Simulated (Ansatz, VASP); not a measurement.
# Se: VASP beside Ansatz

```
CELL_PARAMETERS angstrom
0.00000 2.67005 2.67005
2.67005 0.00000 2.67005
2.67005 2.67005 0.00000
ATOMIC_POSITIONS crystal
Se 0.87500 0.87500 0.87500
Se 0.12500 0.12500 0.12500
```

Change from the starting cell: volume scaled by 0.6, PAW files.

Alike in both runs: task single point; functional PBE; k mesh 11 × 11 × 11; occupations fermi-dirac, width 0.1 eV; no spin polarisation.

```csv
,VASP,Ansatz
version,VASP 6.6.1,Ansatz 0.2.0
potentials or method,"VASP PAW PBE potentials, release 64 (Se)","PAW with Ansatz's default frozen-core files, scalar-relativistic"
plane-wave cutoff (eV),520,420
valence electrons in the cell,12,32
```

```tsv
	VASP	Ansatz	Ansatz less VASP
pressure (GPa)	54.7	54.1	-0.54
```

Both programs put the cell under a high pressure, so it lies far from rest at this level. VASP's potentials hold 12 valence electrons a cell and Ansatz's 32, so a difference there can come from the potentials and not from the codes.
